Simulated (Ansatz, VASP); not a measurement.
**BiTe: VASP beside Ansatz**

Contents of INCAR:

```
PREC = Accurate ; ENCUT = 520
EDIFF = 1E-6 ; ISMEAR = 0
SIGMA = 0.15 ; LREAL = F
LASPH = T ; NELM = 80
ALGO = Normal ; ISIF = 2
LWAVE = F ; LCHARG = F
GGA = PE ; NBANDS = 18
```

The input KPOINTS:

```
regular mesh
0
Gamma
  14 14 14
```

File POSCAR:

```
BiTe
1.0
    0.0000000000      3.2350000000      3.2350000000
    3.2350000000      0.0000000000      3.2350000000
    3.2350000000      3.2350000000      0.0000000000
Bi Te
1 1
Direct
    0.0000000000      0.0000000000      0.0000000000
    0.5173879444      0.4826120556      0.5173879444
```

Input for Ansatz:

```yaml
crystal:
  lattice:
    - [0.0, 3.235, 3.235]
    - [3.235, 0.0, 3.235]
    - [3.235, 3.235, 0.0]
  atoms:
    - { symbol: Bi, position: [0.0, 0.0, 0.0] }
    - { symbol: Te, position: [0.5173879444, 0.4826120556, 0.5173879444] }
basis:
  ecutwfc: 420
kpoints:
  mp_grid: { grid: [14, 14, 14] }
hamiltonian:
  xc: pbe
scf:
  occupations: { method: gaussian, width: 0.15 }
output:
  forces: true
  stress: true
  eigenvalues: true
```

Change from the starting cell: all Te atoms moved +0.113 Å, as atom 2 along Cartesian [0 1 0].

Alike in both runs: task single point; functional PBE; k mesh 14 × 14 × 14; occupations gaussian, width 0.15 eV; no spin polarisation.

|  | VASP | Ansatz |
| --- | --- | --- |
| version | VASP 6.6.1 | Ansatz 0.2.0 |
| potentials or method | VASP PAW PBE potentials, release 64 (Bi_d, Te), cutoff 520 eV | scalar-relativistic, plane waves, PAW |
| valence electrons in the cell | 21 | 31 |

```tsv
	VASP	Ansatz	Ansatz less VASP
gap on the k mesh at the Fermi level (eV)	none	none	-
pressure (GPa)	0.9	1.0	+0.07
traceless stress, the component that is largest in VASP (GPa)	0.21	0.21	-0.002
rms of the force components (eV/Å)	0.166	0.165	-0.0007
```

Atom by atom the forces differ by 0.001 eV/Å (rms over components). A gap of «none» marks a metal or a gap that the smearing closes. VASP's potentials hold 21 valence electrons a cell and Ansatz's 31, so a difference there can come from the potentials and not from the codes.

Spin-orbit coupling is off throughout.
